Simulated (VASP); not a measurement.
# WSe2 in VASP: single point with PBEsol

Aim: the single point of WSe2 with PBEsol.

Everything below comes from runs of VASP 6.6.1. Logs are shortened: lines on timing, memory, paths and dates and some standing lists are left out, and cuts for length are marked.

### Step 1. The cell of the first run

The cell holds a slab with vacuum, 9 atoms: a = 3.271 Å, b = 3.271 Å, c = 29.185 Å, α = 90.00°, β = 90.00°, γ = 120.00°.

### Step 2. Single point, PBEsol (mode 9 (23.2 1/cm) frozen in, largest displacement +0.300 Å)

Contents of INCAR:

```
SYSTEM = WSe2
PREC = Accurate
ENCUT = 520
EDIFF = 1E-7
ISMEAR = 0
SIGMA = 0.05
LREAL = .FALSE.
LASPH = .TRUE.
NELM = 80
ALGO = Normal
ISIF = 2
LWAVE = .FALSE.
LCHARG = .TRUE.
GGA = PS
LELF = .TRUE.
LVHAR = .TRUE.
NBANDS = 49
```

Contents of KPOINTS:

```
regular mesh
0
G
  12 12 1
  0 0 0
```

Contents of POSCAR:

```
WSe2
1.0
    3.2709028599      0.0000000000      0.0000000000
   -1.6354514299      2.8326849700      0.0000000000
    0.0000000000      0.0000000000     29.1847504091
W Se
3 6
Direct
    0.6666666667      0.3333333333      0.0102793410
    0.3333333333      0.6666666667      0.7683243831
    0.3333333333      0.6666666667      0.2213960679
    0.3333333333      0.6666666667      0.0676177497
    0.6666666667      0.3333333333      0.8257750610
    0.6666666667      0.3333333333      0.2786508654
    0.3333333333      0.6666666667      0.9528798087
    0.6666666667      0.3333333333      0.7109825484
    0.6666666667      0.3333333333      0.1640944510
```

Potentials or basis: VASP PAW PBE potentials, release 64 (W_sv, Se).

On the command line:

```console
cat potpaw_PBE.64/W_sv/POTCAR potpaw_PBE.64/Se/POTCAR > POTCAR
mpirun -np 1 vasp_std > vasp.out
```

OUTCAR:

```text
SYSTEM = WSe2
   PREC = Accurate
   ENCUT = 520
   EDIFF = 1E-7
   ISMEAR = 0
   LREAL = .FALSE.
   LASPH = .TRUE.
   NELM = 80
   ISIF = 2
   GGA = PS

 ion  position               nearest neighbor table
   1  0.667  0.333  0.010-   4 2.52   4 2.52   4 2.52   7 2.52   7 2.52   7 2.52
   2  0.333  0.667  0.768-   8 2.52   8 2.52   8 2.52   5 2.53   5 2.53   5 2.53
   3  0.333  0.667  0.221-   6 2.52   6 2.52   6 2.52   9 2.52   9 2.52   9 2.52
   4  0.333  0.667  0.068-   1 2.52   1 2.52   1 2.52
   5  0.667  0.333  0.826-   2 2.53   2 2.53   2 2.53
   6  0.667  0.333  0.279-   3 2.52   3 2.52   3 2.52
   7  0.333  0.667  0.953-   1 2.52   1 2.52   1 2.52
   8  0.667  0.333  0.711-   2 2.52   2 2.52   2 2.52
   9  0.667  0.333  0.164-   3 2.52   3 2.52   3 2.52

  LATTYP: Found a hexagonal cell.
 ALAT       =     3.2709028599
 C/A-ratio  =     8.9225365776

  Lattice vectors:

 A1 = (   3.2709028599,   0.0000000000,   0.0000000000)
 A2 = (  -1.6354514299,   2.8326849700,   0.0000000000)
 A3 = (   0.0000000000,   0.0000000000,  29.1847504091)

Analysis of symmetry for initial positions (statically):
=====================================================================
 Subroutine PRICEL returns:
 Original cell was already a primitive cell.

 Routine SETGRP: Setting up the symmetry group for a
 hexagonal supercell.

 Subroutine GETGRP returns: Found  6 space group operations
 (whereof  6 operations were pure point group operations)
 out of a pool of 24 trial point group operations.

The static configuration has the point symmetry C_3v.

Analysis of symmetry for dynamics (positions and initial velocities):
=====================================================================
 Subroutine PRICEL returns:
 Original cell was already a primitive cell.

 Routine SETGRP: Setting up the symmetry group for a
 hexagonal supercell.

 Subroutine GETGRP returns: Found  6 space group operations
 (whereof  6 operations were pure point group operations)
 out of a pool of 24 trial point group operations.

The dynamic configuration has the point symmetry C_3v.

 Subroutine INISYM returns: Found  6 space group operations
 (whereof  6 operations are pure point group operations),
 and found     1 'primitive' translations

----------------------------------------------------------------------------------------

                                     Primitive cell

  volume of cell :     270.4095

  direct lattice vectors                    reciprocal lattice vectors
     3.270902860  0.000000000  0.000000000     0.305725985  0.176510980  0.000000000
    -1.635451430  2.832684970  0.000000000     0.000000000  0.353021960  0.000000000
     0.000000000  0.000000000 29.184750409     0.000000000  0.000000000  0.034264470

  length of vectors
     3.270902860  3.270902860 29.184750409     0.353021960  0.353021960  0.034264470

  position of ions in fractional coordinates (direct lattice)
     0.666666667  0.333333333  0.010279341
     0.333333333  0.666666667  0.768324383
     0.333333333  0.666666667  0.221396068
     0.333333333  0.666666667  0.067617750
     0.666666667  0.333333333  0.825775061
     0.666666667  0.333333333  0.278650865
     0.333333333  0.666666667  0.952879809
     0.666666667  0.333333333  0.710982548
     0.666666667  0.333333333  0.164094451

  ion indices of the primitive-cell ions
   primitive index   ion index
                 1           1
                 2           2
                 3           3
                 4           4
                 5           5
                 6           6
                 7           7
                 8           8
                 9           9

----------------------------------------------------------------------------------------

 KPOINTS: regular mesh

Automatic generation of k-mesh.
 Grid dimensions read from file:
 generate k-points for:   12   12    1

 Generating k-lattice:

  Cartesian coordinates                     Fractional coordinates (reciprocal lattice)
     0.025477165  0.014709248  0.000000000     0.083333333  0.000000000  0.000000000
     0.000000000  0.029418497  0.000000000     0.000000000  0.083333333  0.000000000
     0.000000000  0.000000000  0.034264470     0.000000000  0.000000000  1.000000000

  Length of vectors
     0.029418497  0.029418497  0.034264470

  Shift w.r.t. Gamma in fractional coordinates (k-lattice)
     0.000000000  0.000000000  0.000000000

 Subroutine IBZKPT returns following result:
 ===========================================

 Found     19 irreducible k-points:

 Following reciprocal coordinates:
            Coordinates               Weight
  0.000000  0.000000  0.000000      1.000000
  0.083333  0.000000  0.000000      6.000000
  0.166667  0.000000  0.000000      6.000000
  0.250000  0.000000  0.000000      6.000000
  0.333333  0.000000  0.000000      6.000000
  0.416667 -0.000000  0.000000      6.000000
[... 11 lines left out ...]
  0.333333  0.250000  0.000000     12.000000
  0.333333  0.333333  0.000000      2.000000
   k-points           NKPTS =     19   k-points in BZ     NKDIM =     19   number of bands    NBANDS=     49
   number of dos      NEDOS =    301   number of ions     NIONS =      9
   total plane-waves  NPLWV = 129024
   dimension x,y,z NGX =    24 NGY =   24 NGZ =  224
   dimension x,y,z NGXF=    48 NGYF=   48 NGZF=  448
   ions per type =               3   6
   NGX,Y,Z   is equivalent  to a cutoff of  12.20, 12.20, 12.76 a.u.
   NGXF,Y,Z  is equivalent  to a cutoff of  24.40, 24.40, 25.52 a.u.
 SYSTEM =  WSe2
   PREC   = accura    normal or accurate (medium, high low for compatibility)
   ISTART =      0    job   : 0-new  1-cont  2-samecut
   ICHARG =      2    charge: 1-file 2-atom 10-const
   ISPIN  =      1    spin polarized calculation?
   LNONCOLLINEAR =      F non collinear calculations
   LSORBIT =      F    spin-orbit coupling
   LASPH  =      T    aspherical Exc in radial PAW
   ENCUT  =  520.0 eV  38.22 Ry    6.18 a.u.   6.08  6.08 54.26*2*pi/ulx,y,z
   NELM   =     80;   NELMIN=  2; NELMDL= -5     # of ELM steps
   EDIFF  = 0.1E-06   stopping-criterion for ELM
   LREAL  =      F    real-space projection
   EDIFFG = 0.1E-05   stopping-criterion for IOM
   NSW    =      0    number of steps for IOM
   IBRION =     -1    ionic relax: 0-MD 1-quasi-New 2-CG
   NFREE  =      0    steps in history (QN), initial steepest desc. (CG)
   ISIF   =      2    stress and relaxation
   ISYM   =      2    0-nonsym 1-usesym 2-fastsym
   POTIM  = 0.5000    time-step for ionic-motion
   TEBEG  =    0.0;   TEEND  =   0.0 temperature during run
   PSTRESS=    0.0 pullay stress
   NELECT =      78.0000    total number of electrons
   NUPDOWN=      -1.0000    fix difference up-down
   EMIN   =  10.00;   EMAX   =-10.00  energy-range for DOS
   EFERMI =   0.00;   METHOD = LEGACY
   ISMEAR =     0;   SIGMA  =   0.05  broadening in eV -4-tet -1-fermi 0-gaus
   EFERMI_NEDOS =   21; number of points for ismear=-14 and -15
   IALGO  =     38    algorithm
   IMIX   =      4    mixing-type and parameters
     AMIX     =   0.40;   BMIX     =  1.00
     AMIX_MAG =   1.60;   BMIX_MAG =  1.00
  volume/ion in A,a.u.               =      30.05       202.76
  Fermi-wavevector in a.u.,A,eV,Ry     =   1.081681  2.044080 15.919266  1.170033
  Thomas-Fermi vector in A             =   2.217703
   LORBIT       =      0    0 simple, 1 ext, 2 COOP (PROOUT), +10 PAW based schemes
   GGA     = PS    functional components
   LHFCALC =     F    Hartree Fock is set to
   AEXX    =    0.0000 exact exchange contribution
   IVDW    =     0    specifies the selected vdW correction
   LEPSILON=     F    determine dielectric tensor
   LRPA    =     F    only Hartree local field effects (RPA)
 non-spin polarized calculation
 Gauss-broadening in eV      SIGMA  =   0.05
  energy-cutoff  :      520.00
  volume of cell :      270.41
 maximum number of plane-waves:      7344
   NGX = 13   NGY = 13   NGZ =109

 number of electron      77.9999995 magnetization

 Free energy of the ion-electron system (eV)
  ---------------------------------------------------
  ext. energy  EPLUGINS =         0.00000000
  ---------------------------------------------------
  free energy    TOTEN  =       -69.73034083 eV

  energy without entropy =      -69.73034083  energy(sigma->0) =      -69.73034083

 E-fermi :   3.0108     XC(G=0):  -7.6584

 val. band max:        2.6133643761   @ k =   0.0000   0.0000   0.0000
 cond. band min:       3.6181196413   @ k =   0.1667   0.1667   0.0000
 fundamental gap:      1.0047552652
 Fermi energy:         3.0107811680

 k-point     1 :       0.0000    0.0000    0.0000
  band No.  band energies     occupation
      1     -71.6950      2.00000
      2     -71.6937      2.00000
      3     -71.6909      2.00000
      4     -35.9592      2.00000
      5     -35.9588      2.00000
      6     -35.9556      2.00000
[... 41 lines left out ...]
     48       5.5047      0.00000
     49       5.5181      0.00000

 k-point     2 :       0.0833    0.0000    0.0000
  band No.  band energies     occupation
      1     -71.6943      2.00000
      2     -71.6930      2.00000
      3     -71.6902      2.00000
      4     -35.9559      2.00000
      5     -35.9556      2.00000
      6     -35.9523      2.00000
[... 41 lines left out ...]
     48       5.4143      0.00000
     49       5.4681      0.00000

 k-point     3 :       0.1667    0.0000    0.0000
  band No.  band energies     occupation
      1     -71.6922      2.00000
      2     -71.6909      2.00000
      3     -71.6881      2.00000
      4     -35.9470      2.00000
      5     -35.9466      2.00000
      6     -35.9434      2.00000
[... 41 lines left out ...]
     48       5.1886      0.00000
     49       5.8123      0.00000

 k-point     4 :       0.2500    0.0000    0.0000
  band No.  band energies     occupation
      1     -71.6894      2.00000
      2     -71.6880      2.00000
      3     -71.6853      2.00000
      4     -35.9381      2.00000
      5     -35.9376      2.00000
      6     -35.9348      2.00000
[... 717 lines left out ...]
     48       5.6706      0.00000
     49       6.6145      0.00000

 k-point    18 :       0.3333    0.2500    0.0000
  band No.  band energies     occupation
      1     -71.6827      2.00000
      2     -71.6813      2.00000
      3     -71.6786      2.00000
      4     -36.0185      2.00000
      5     -36.0178      2.00000
      6     -36.0106      2.00000
[... 41 lines left out ...]
     48       5.7140      0.00000
     49       6.8511      0.00000

 k-point    19 :       0.3333    0.3333    0.0000
  band No.  band energies     occupation
      1     -71.6823      2.00000
      2     -71.6810      2.00000
      3     -71.6782      2.00000
      4     -35.9991      2.00000
      5     -35.9984      2.00000
      6     -35.9912      2.00000
[... 41 lines left out ...]
     48       5.8503      0.00000
     49       7.1259      0.00000

------------------------ aborting loop because EDIFF is reached ----------------------------------------

  FORCE on cell =-STRESS in cart. coord.  units (eV):
  Direction    XX          YY          ZZ          XY          YZ          ZX
  --------------------------------------------------------------------------------------
  -------------------------------------------------------------------------------------
  Total        0.5050822      0.5050822      1.3849288      0.0000000      0.0000000      0.0000000
  in kB        2.9926140      2.9926140      8.2057091      0.0000000      0.0000000      0.0000000
  external PRESSURE =       4.7303124 kB  Pullay stress =       0.0000000 kB

 VOLUME and BASIS-vectors are now :
 -----------------------------------------------------------------------------
  energy-cutoff  :      520.00
  volume of cell :      270.41
      direct lattice vectors                 reciprocal lattice vectors
     3.270902860  0.000000000  0.000000000     0.305725985  0.176510980  0.000000000
    -1.635451430  2.832684970  0.000000000     0.000000000  0.353021960  0.000000000
     0.000000000  0.000000000 29.184750409     0.000000000  0.000000000  0.034264470

 POSITION                                       TOTAL-FORCE (eV/Angst)
 -----------------------------------------------------------------------------------
      1.63545      0.94423      0.30000        -0.000000     -0.000000     -0.132341
     -0.00000      1.88846     22.42336         0.000000     -0.000000      0.036868
     -0.00000      1.88846      6.46139         0.000000      0.000000      0.095125
     -0.00000      1.88846      1.97341        -0.000000      0.000000     -0.110678
      1.63545      0.94423     24.10004        -0.000000     -0.000000      0.036300
      1.63545      0.94423      8.13236         0.000000     -0.000000      0.085520
     -0.00000      1.88846     27.80956        -0.000000      0.000000     -0.059187
      1.63545      0.94423     20.74985        -0.000000     -0.000000     -0.037249
      1.63545      0.94423      4.78906        -0.000000      0.000000      0.085642
 -----------------------------------------------------------------------------------
    total drift:                                0.000000     -0.000000     -0.000033

  FREE ENERGIE OF THE ION-ELECTRON SYSTEM (eV)
  ---------------------------------------------------
  free  energy   TOTEN  =       -69.7303408326 eV

  energy  without entropy=      -69.7303408326  energy(sigma->0) =      -69.73034083
```

Run time: 15 min. Hardware: 1 thread of AMD EPYC 7R13, shared host; peak memory 0.44 GiB.

What came out:

| Item | Value |
| --- | --- |
| Free energy | -69.7303 eV |
| Largest force | 0.132 eV/Å |
| Band gap on the k mesh | 1.00 eV, indirect (least direct gap 1.60 eV) |

Forces on the atoms (eV/Å):
```
W    0.000  0.000 -0.132
W    0.000  0.000  0.037
W    0.000  0.000  0.095
Se   0.000  0.000 -0.111
Se   0.000  0.000  0.036
Se   0.000  0.000  0.086
Se   0.000  0.000 -0.059
Se   0.000  0.000 -0.037
Se   0.000  0.000  0.086
```

Levels at points of the mesh, in eV from the valence-band top:
```tsv
k point	band 37	band 38	band 39	band 40	band 41	band 42
(0.00, 0.00, 0.00)	-1.01	-0.60	0.00	2.60	2.60	2.68
(0.50, 0.00, 0.00)	-1.35	-1.20	-1.13	2.13	2.17	2.17
```

Caveat: the cell differs from its parent crystal (mode 9 (23.2 1/cm) frozen in, largest displacement +0.300 Å); the PAW data sets were made with another functional, which shifts forces and pressure a little; spin-orbit coupling is left out, which moves the levels of the heavy elements.
